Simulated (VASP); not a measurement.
A run of VASP 6.6.1 is set up as follows.

POSCAR

```
Al2Ru
1.0
    0.0000000000      3.9895069994      4.3914546644
    2.3533615936      0.0000000000      4.3914546644
    2.3533615936      3.9895069994      0.0000000000
Al Ru
4 2
Direct
    0.0790459567      0.4209540433      0.0790459567
    0.4209540433      0.0790459567      0.4209540433
    0.1709540433      0.8290459567      0.1709540433
    0.8290459567      0.1709540433      0.8290459567
    0.7500000000      0.7500000000      0.7500000000
    0.5000000000      0.5000000000      0.5000000000
```

Contents of INCAR.step1:

```
  PREC = Accurate
  ENCUT = 520
  ISMEAR = 0
  SIGMA = 0.01
  LREAL = F
  LASPH = T
  NELM = 100
  NBANDS = 29
  GGA = PE
  ALGO = Normal
  EDIFF = 1E-4
  LWAVE = T
  LCHARG = F
```

The input INCAR.step2:

```
  PREC = Accurate
  ENCUT = 520
  EDIFF = 1E-6
  ISMEAR = 0
  SIGMA = 0.01
  LREAL = F
  LASPH = T
  NELM = 100
  ALGO = Normal
  ISIF = 2
  LWAVE = F
  LCHARG = T
  METAGGA = R2SCAN
  LMIXTAU = T
  LELF = T
  LVHAR = T
  NBANDS = 29
  ISTART = 1
```

File KPOINTS:

```
regular mesh
0
Gamma
  10 10 10
```

Potentials or basis: VASP PAW PBE potentials, release 64 (Al, Ru_pv).

The run is started by

```bash
$ cat potpaw_PBE.64/Al/POTCAR potpaw_PBE.64/Ru_pv/POTCAR > POTCAR
$ cp INCAR.step1 INCAR
$ mpirun -np 1 vasp_std > vasp.out
$ cp INCAR.step2 INCAR
$ mpirun -np 1 vasp_std > vasp.out
```

(1) Predict the largest force.

(2) What does it give for the pressure?

## Answers

(1) 0.005 eV/Å.

(2) -0.1 GPa.

Caveat: the PAW data sets were made with another functional, which shifts forces and pressure a little.
